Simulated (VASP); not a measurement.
# SiAu2O3 (Cmmm) in VASP: notebook

Runs on SiAu2O3. Level: r2SCAN+rVV10. Tasks: single point.

All numbers are computed with VASP 6.6.1; they aren't measurements. Logs are shortened: lines on timing, memory, paths and dates and some standing lists are left out, and cuts for length are marked.

## Step 1: The cell of the first run

It takes space group Cmmm (No. 65, orthorhombic). Conventional cell: a = 5.814 Å, b = 5.930 Å, c = 5.489 Å, α = 90.00°, β = 90.00°, γ = 90.00°. Si (site symmetry mmm) has 2 O at 1.52 Å within 2.0 Å. Within 2.7 Å of Au (site symmetry 2/m) lie 2 O at 2.08 Å. Within 2.0 Å of O (site symmetry 2mm) lie 1 Si at 1.52 Å. O (site symmetry mmm) has 4 Au at 2.08 Å within 2.7 Å.

## Step 2: Single point, r2SCAN+rVV10

The input, POSCAR:

```
SiAu2O3
1.0
    2.9649152426     -2.9070760094      0.0000000000
    2.9649152426      2.9070760094      0.0000000000
    0.0000000000      0.0000000000      5.4890049961
Si Au O
1 2 3
Direct
    0.5000000000      0.5000000000      0.0000000000
    0.0000000000      0.5000000000      0.5000000000
    0.5000000000      0.0000000000      0.5000000000
    0.2388610077      0.7611389923      0.0000000000
    0.7611389923      0.2388610077      0.0000000000
    0.0000000000      0.0000000000      0.5000000000
```

The input, INCAR.step1:

```
PREC = Accurate ; ENCUT = 520
ISMEAR = -1 ; SIGMA = 0.03
LREAL = F ; LASPH = T
NELM = 60 ; NBANDS = 31
GGA = PE ; ALGO = Normal
EDIFF = 1E-4 ; LWAVE = T
LCHARG = F
```

The input, INCAR.step2:

```
PREC = Accurate ; ENCUT = 520
EDIFF = 1E-6 ; ISMEAR = -1
SIGMA = 0.03 ; LREAL = F
LASPH = T ; NELM = 60
ALGO = Normal ; ISIF = 2
LWAVE = F ; LCHARG = T
METAGGA = R2SCAN ; LMIXTAU = T
LUSE_VDW = T ; IVDW_NL = 2
BPARAM = 11.95 ; CPARAM = 0.0093
LELF = T ; LVHAR = T
NBANDS = 31 ; ISTART = 1
```

The input, KPOINTS:

```
regular mesh
0
Gamma
  6 6 4
```

Potentials or basis: VASP PAW PBE potentials, release 64 (Si, Au, O).

Run with:

```console
> cat potpaw_PBE.64/Si/POTCAR potpaw_PBE.64/Au/POTCAR potpaw_PBE.64/O/POTCAR > POTCAR
> cp INCAR.step1 INCAR
> mpirun -np 1 vasp_std > vasp.out
> cp INCAR.step2 INCAR
> mpirun -np 1 vasp_std > vasp.out
```

OUTCAR:

```text
PREC = Accurate
   ENCUT = 520
   EDIFF = 1E-6
   ISMEAR = -1
   LREAL = F
   LASPH = T
   NELM = 60
   ISIF = 2
   METAGGA = R2SCAN
   IVDW_NL = 2
   BPARAM = 11.95
   ISTART = 1

 ion  position               nearest neighbor table
   1  0.500  0.500  0.000-   4 1.52   5 1.52
   2  0.000  0.500  0.500-   6 2.08   6 2.08   3 2.91   3 2.91   3 2.96   3 2.96
   3  0.500  0.000  0.500-   6 2.08   6 2.08   2 2.91   2 2.91   2 2.96   2 2.96
   4  0.239  0.761  0.000-   1 1.52
   5  0.761  0.239  0.000-   1 1.52
   6  0.000  0.000  0.500-   2 2.08   3 2.08   2 2.08   3 2.08

  LATTYP: Found a base centered orthorhombic cell.
 ALAT       =     5.8141520188
 B/A-ratio  =     1.0198960168
 C/A-ratio  =     0.9440766217

  Lattice vectors:

 A1 = (  -2.9649152426,  -2.9070760094,   0.0000000000)
 A2 = (   2.9649152426,  -2.9070760094,   0.0000000000)
 A3 = (   0.0000000000,   0.0000000000,   5.4890049961)

Analysis of symmetry for initial positions (statically):
=====================================================================
 Subroutine PRICEL returns:
 Original cell was already a primitive cell.

 Routine SETGRP: Setting up the symmetry group for a
 base centered orthorhombic supercell.

 Subroutine GETGRP returns: Found  8 space group operations
 (whereof  8 operations were pure point group operations)
 out of a pool of  8 trial point group operations.

The static configuration has the point symmetry D_2h.

Analysis of symmetry for dynamics (positions and initial velocities):
=====================================================================
 Subroutine PRICEL returns:
 Original cell was already a primitive cell.

 Routine SETGRP: Setting up the symmetry group for a
 base centered orthorhombic supercell.

 Subroutine GETGRP returns: Found  8 space group operations
 (whereof  8 operations were pure point group operations)
 out of a pool of  8 trial point group operations.

The dynamic configuration has the point symmetry D_2h.

 Subroutine INISYM returns: Found  8 space group operations
 (whereof  8 operations are pure point group operations),
 and found     1 'primitive' translations

----------------------------------------------------------------------------------------

                                     Primitive cell

  volume of cell :      94.6220

  direct lattice vectors                    reciprocal lattice vectors
     2.964915243 -2.907076009  0.000000000     0.168638885 -0.171994127  0.000000000
     2.964915243  2.907076009  0.000000000     0.168638885  0.171994127  0.000000000
     0.000000000  0.000000000  5.489004996     0.000000000  0.000000000  0.182182381

  length of vectors
     4.152326254  4.152326254  5.489004996     0.240875597  0.240875597  0.182182381

  position of ions in fractional coordinates (direct lattice)
     0.500000000  0.500000000  0.000000000
     1.000000000  0.500000000  0.500000000
     0.500000000  1.000000000  0.500000000
     0.238861008  0.761138992  0.000000000
     0.761138992  0.238861008  0.000000000
     0.000000000  0.000000000  0.500000000

  ion indices of the primitive-cell ions
   primitive index   ion index
                 1           1
                 2           2
                 3           3
                 4           4
                 5           5
                 6           6

----------------------------------------------------------------------------------------

 KPOINTS: regular mesh

Automatic generation of k-mesh.
 Grid dimensions read from file:
 generate k-points for:    6    6    4

 Generating k-lattice:

  Cartesian coordinates                     Fractional coordinates (reciprocal lattice)
     0.028106481 -0.028665688  0.000000000     0.166666667 -0.000000000  0.000000000
     0.028106481  0.028665688  0.000000000    -0.000000000  0.166666667  0.000000000
     0.000000000  0.000000000  0.045545595     0.000000000  0.000000000  0.250000000

  Length of vectors
     0.040145933  0.040145933  0.045545595

  Shift w.r.t. Gamma in fractional coordinates (k-lattice)
     0.000000000  0.000000000  0.000000000

 Subroutine IBZKPT returns following result:
 ===========================================

 Found     39 irreducible k-points:

 Following reciprocal coordinates:
            Coordinates               Weight
  0.000000  0.000000  0.000000      1.000000
  0.166667  0.000000  0.000000      4.000000
  0.333333 -0.000000  0.000000      4.000000
  0.500000 -0.000000  0.000000      2.000000
  0.166667  0.166667  0.000000      2.000000
  0.333333  0.166667  0.000000      4.000000
[... 16 lines left out ...]
  0.333333  0.333333  0.250000      4.000000
  0.500000  0.333333  0.250000      8.000000
 [... further k-points ...]
   k-points           NKPTS =     39   k-points in BZ     NKDIM =     39   number of bands    NBANDS=     31
   number of dos      NEDOS =    301   number of ions     NIONS =      6
   total plane-waves  NPLWV =  43008
   dimension x,y,z NGX =    32 NGY =   32 NGZ =   42
   dimension x,y,z NGXF=    64 NGYF=   64 NGZF=   84
   ions per type =               1   2   3
   NGX,Y,Z   is equivalent  to a cutoff of  12.81, 12.81, 12.72 a.u.
   NGXF,Y,Z  is equivalent  to a cutoff of  25.62, 25.62, 25.44 a.u.
 SYSTEM =  unknown system
   PREC   = accura    normal or accurate (medium, high low for compatibility)
   ISTART =      1    job   : 0-new  1-cont  2-samecut
   ICHARG =      0    charge: 1-file 2-atom 10-const
   ISPIN  =      1    spin polarized calculation?
   LNONCOLLINEAR =      F non collinear calculations
   LSORBIT =      F    spin-orbit coupling
   LASPH  =      T    aspherical Exc in radial PAW
   ENCUT  =  520.0 eV  38.22 Ry    6.18 a.u.   7.72  7.72 10.21*2*pi/ulx,y,z
   NELM   =     60;   NELMIN=  2; NELMDL=  0     # of ELM steps
   EDIFF  = 0.1E-05   stopping-criterion for ELM
   LREAL  =      F    real-space projection
   EDIFFG = 0.1E-04   stopping-criterion for IOM
   NSW    =      0    number of steps for IOM
   IBRION =     -1    ionic relax: 0-MD 1-quasi-New 2-CG
   NFREE  =      0    steps in history (QN), initial steepest desc. (CG)
   ISIF   =      2    stress and relaxation
   ISYM   =      2    0-nonsym 1-usesym 2-fastsym
   POTIM  = 0.5000    time-step for ionic-motion
   TEBEG  =    0.0;   TEEND  =   0.0 temperature during run
   PSTRESS=    0.0 pullay stress
   NELECT =      44.0000    total number of electrons
   NUPDOWN=      -1.0000    fix difference up-down
   EMIN   =  10.00;   EMAX   =-10.00  energy-range for DOS
   EFERMI =   0.00;   METHOD = LEGACY
   ISMEAR =    -1;   SIGMA  =   0.03  broadening in eV -4-tet -1-fermi 0-gaus
   EFERMI_NEDOS =   21; number of points for ismear=-14 and -15
   IALGO  =     38    algorithm
   IMIX   =      4    mixing-type and parameters
     AMIX     =   0.40;   BMIX     =  1.00
     AMIX_MAG =   1.60;   BMIX_MAG =  1.00
  volume/ion in A,a.u.               =      15.77       106.42
  Fermi-wavevector in a.u.,A,eV,Ry     =   1.268318  2.396774 21.886761  1.608632
  Thomas-Fermi vector in A             =   2.401420
   LORBIT       =      0    0 simple, 1 ext, 2 COOP (PROOUT), +10 PAW based schemes
   METAGGA = R2SCAN    functional components
   LHFCALC =     F    Hartree Fock is set to
   AEXX    =    0.0000 exact exchange contribution
   IVDW_NL    =     2    kernel type
   BPARAM     =11.9500
   IVDW    =     0    specifies the selected vdW correction
   LEPSILON=     F    determine dielectric tensor
   LRPA    =     F    only Hartree local field effects (RPA)
 non-spin polarized calculation
  energy-cutoff  :      520.00
  volume of cell :       94.62
 maximum number of plane-waves:      2562
   NGX = 15   NGY = 15   NGZ = 21

 number of electron      44.0000001 magnetization

 Free energy of the ion-electron system (eV)
  ---------------------------------------------------
  ext. energy  EPLUGINS =         0.00000000
  ---------------------------------------------------
  free energy    TOTEN  =      -128.67528995 eV

  energy without entropy =     -128.67381165  energy(sigma->0) =     -128.67455080

 E-fermi :   3.7508     XC(G=0): -10.8365

 val. band max:        3.7365765196   @ k =   0.3333   0.3333   0.5000
 cond. band min:       3.7712869380   @ k =   0.5000   0.5000   0.2500
 fundamental gap:      0.0347104184
 Fermi energy:         3.7507758651

 k-point     1 :       0.0000    0.0000    0.0000
  band No.  band energies     occupation
      1     -16.9608      2.00000
      2     -16.6791      2.00000
      3     -15.8446      2.00000
      4      -2.6977      2.00000
      5      -1.6663      2.00000
      6      -1.5314      2.00000
[... 23 lines left out ...]
     30      12.9026      0.00000
     31      13.6650      0.00000

 k-point     2 :       0.1667    0.0000    0.0000
  band No.  band energies     occupation
      1     -16.8869      2.00000
      2     -16.6119      2.00000
      3     -15.8886      2.00000
      4      -2.6357      2.00000
      5      -2.3157      2.00000
      6      -1.9138      2.00000
[... 23 lines left out ...]
     30      12.6466      0.00000
     31      13.1453      0.00000

 k-point     3 :       0.3333   -0.0000    0.0000
  band No.  band energies     occupation
      1     -16.7238      2.00000
      2     -16.4727      2.00000
      3     -15.9863      2.00000
      4      -3.8247      2.00000
      5      -2.4853      2.00000
      6      -2.1748      2.00000
[... 23 lines left out ...]
     30      12.9055      0.00000
     31      13.3633      0.00000

 k-point     4 :       0.5000   -0.0000    0.0000
  band No.  band energies     occupation
      1     -16.6157      2.00000
      2     -16.4242      2.00000
      3     -16.0343      2.00000
      4      -4.4106      2.00000
      5      -2.4835      2.00000
      6      -2.1631      2.00000
[... 635 lines left out ...]
     30      12.4778      0.00000
     31      14.1581      0.00000

 k-point    23 :       0.3333    0.3333    0.2500
  band No.  band energies     occupation
      1     -16.6325      2.00000
      2     -16.1670      2.00000
      3     -16.0399      2.00000
      4      -4.3275      2.00000
      5      -4.1924      2.00000
      6      -3.2243      2.00000
[... 23 lines left out ...]
     30      11.9126      0.00000
     31      13.8330      0.00000

 k-point    24 :       0.5000    0.3333    0.2500
  band No.  band energies     occupation
      1     -16.5653      2.00000
      2     -16.1289      2.00000
      3     -16.0270      2.00000
      4      -4.8054      2.00000
      5      -4.3551      2.00000
      6      -3.2300      2.00000
[... 23 lines left out ...]
     30      11.7764      0.00000
     31      13.2502      0.00000

 [... further k-points ...]

------------------------ aborting loop because EDIFF is reached ----------------------------------------

  FORCE on cell =-STRESS in cart. coord.  units (eV):
  Direction    XX          YY          ZZ          XY          YZ          ZX
  --------------------------------------------------------------------------------------
  -------------------------------------------------------------------------------------
  Total        0.2205780      0.7988304     -0.0214602     -0.0000000      0.0000000      0.0000000
  in kB        3.7349134     13.5261091     -0.3633726     -0.0000000      0.0000000      0.0000000
  external PRESSURE =       5.6325500 kB  Pullay stress =       0.0000000 kB

 VOLUME and BASIS-vectors are now :
 -----------------------------------------------------------------------------
  energy-cutoff  :      520.00
  volume of cell :       94.62
      direct lattice vectors                 reciprocal lattice vectors
     2.964915243 -2.907076009  0.000000000     0.168638885 -0.171994127  0.000000000
     2.964915243  2.907076009  0.000000000     0.168638885  0.171994127  0.000000000
     0.000000000  0.000000000  5.489004996     0.000000000  0.000000000  0.182182381

 POSITION                                       TOTAL-FORCE (eV/Angst)
 -----------------------------------------------------------------------------------
      2.96492      0.00000      0.00000         0.000000      0.000000      0.000000
      1.48246      1.45354      2.74450        -0.000000      0.000000      0.000000
      1.48246     -1.45354      2.74450        -0.000000     -0.000000      0.000000
      2.96492      1.51830      0.00000        -0.000000      0.174566      0.000000
      2.96492     -1.51830      0.00000        -0.000000     -0.174566      0.000000
      0.00000      0.00000      2.74450        -0.000000      0.000000      0.000000
 -----------------------------------------------------------------------------------
    total drift:                                0.000000      0.000000     -0.000000

  FREE ENERGIE OF THE ION-ELECTRON SYSTEM (eV)
  ---------------------------------------------------
  free  energy   TOTEN  =      -128.6752899492 eV

  energy  without entropy=     -128.6738116495  energy(sigma->0) =     -128.67455080
```

It took 2.5 min on 1 thread of Intel Xeon 6975P-C (Granite Rapids), shared host; peak memory 0.44 GiB.

Results:

| Item | Value |
| --- | --- |
| Free energy | -128.6753 eV |
| Pressure | 0.6 GPa |
| Largest force | 0.175 eV/Å |
| Band gap on the k mesh | zero (bands 22 and 23 overlap by 0.56 eV) |

Forces on the atoms (eV/Å):
```
Si   0.000  0.000  0.000
Au   0.000  0.000  0.000
Au   0.000  0.000  0.000
O    0.000  0.175  0.000
O    0.000 -0.175  0.000
O    0.000  0.000  0.000
```

Levels at points of the mesh, in eV from the Fermi level:
```
           k point  band 20  band 21  band 22  band 23  band 24  band 25
(0.00, 0.00, 0.00)    -2.08    -2.02    -1.48    -0.33     2.71     3.06
(0.50, 0.00, 0.00)    -1.98    -1.74    -0.89     1.18     2.43     4.11
(0.50, 0.50, 0.00)    -0.22    -0.16    -0.12     0.05     4.41     4.42
(0.00, 0.00, 0.50)    -2.21    -1.83    -1.49     0.21     0.71     3.65
(0.50, 0.00, 0.50)    -1.74    -1.38    -0.88     1.43     1.90     3.77
(0.50, 0.50, 0.50)    -0.48    -0.17     0.23     0.83     2.69     4.96
```

Caveat: the PAW data sets were made with another functional, which shifts forces and pressure a little; spin-orbit coupling is left out, which moves the levels of the heavy elements.

## Step 3: Single point, r2SCAN+rVV10

POSCAR is that of step 2.

The input, INCAR.step1:

```
PREC     = Accurate       # precision mode
ENCUT    = 520            # plane-wave cutoff, eV
ISMEAR   = -1             # smearing method
SIGMA    = 0.03           # smearing width, eV
LREAL    = F              # projectors in reciprocal space
LASPH    = T              # aspherical terms in the spheres
NELM     = 80             # most SCF steps
NBANDS   = 31             # bands
GGA      = PE             # functional
ALGO     = Normal         # electronic algorithm
EDIFF    = 1E-4           # SCF threshold, eV
LWAVE    = T              # write WAVECAR
LCHARG   = F              # write CHGCAR
```

The input, INCAR.step2:

```
PREC     = Accurate       # precision mode
ENCUT    = 520            # plane-wave cutoff, eV
EDIFF    = 1E-7           # SCF threshold, eV
ISMEAR   = -1             # smearing method
SIGMA    = 0.03           # smearing width, eV
LREAL    = F              # projectors in reciprocal space
LASPH    = T              # aspherical terms in the spheres
NELM     = 80             # most SCF steps
ALGO     = Normal         # electronic algorithm
ISIF     = 2              # what is computed and relaxed
LWAVE    = F              # write WAVECAR
LCHARG   = F              # write CHGCAR
METAGGA  = R2SCAN         # meta-GGA
LMIXTAU  = T            
LUSE_VDW = T            
IVDW_NL  = 2            
BPARAM   = 11.95        
CPARAM   = 0.0093       
NBANDS   = 31             # bands
ISTART   = 1
```

The input, KPOINTS:

```
Automatic mesh
0
Gamma
  8 8 6
```

Potentials or basis: VASP PAW PBE potentials, release 64 (Si, Au, O).

Run with:

```console
> cat potpaw_PBE.64/Si/POTCAR potpaw_PBE.64/Au/POTCAR potpaw_PBE.64/O/POTCAR > POTCAR
> cp INCAR.step1 INCAR
> mpirun -np 1 vasp_std > vasp.out
> cp INCAR.step2 INCAR
> mpirun -np 1 vasp_std > vasp.out
```

It took 4.8 min on 1 thread of Intel Xeon 6975P-C (Granite Rapids), shared host; peak memory 0.52 GiB.

It converged, with:

```yaml
Free_energy: -128.6748 eV
Pressure: 0.5 GPa
Largest_force: 0.173 eV/Å
Band_gap_on_the_k_mesh: zero (bands 22 and 23 overlap by 0.56 eV)
```

Forces in eV/Å, atoms in the order of the input:
```
Si   0.000  0.000  0.000
Au   0.000  0.000  0.000
Au   0.000  0.000  0.000
O    0.000  0.173  0.000
O    0.000 -0.173  0.000
O    0.000  0.000  0.000
```

Stress tensor (GPa, compression positive):
```
 0.14  0.00  0.00
 0.00  1.32  0.00
 0.00  0.00 -0.05
```

Levels at points of the mesh, in eV from the Fermi level:
```tsv
k point	band 18	band 19	band 20	band 21	band 22	band 23	band 24	band 25	band 26	band 27
(0.00, 0.00, 0.00)	-2.66	-2.63	-2.11	-2.06	-1.52	-0.37	2.67	3.03	3.57	5.47
(0.50, 0.00, 0.00)	-2.53	-2.40	-2.02	-1.78	-0.93	1.14	2.40	4.08	5.02	5.46
(0.50, 0.50, 0.00)	-2.28	-2.07	-0.26	-0.21	-0.16	0.01	4.38	4.38	4.77	5.41
(0.00, 0.00, 0.50)	-2.54	-2.38	-2.25	-1.86	-1.53	0.17	0.67	3.61	5.11	5.62
(0.50, 0.00, 0.50)	-3.02	-2.15	-1.78	-1.42	-0.92	1.39	1.87	3.74	4.52	6.77
(0.50, 0.50, 0.50)	-1.86	-1.71	-0.52	-0.21	0.19	0.79	2.66	4.93	5.67	6.06
```

Caveat: the PAW data sets were made with another functional, which shifts forces and pressure a little; spin-orbit coupling is left out, which moves the levels of the heavy elements.
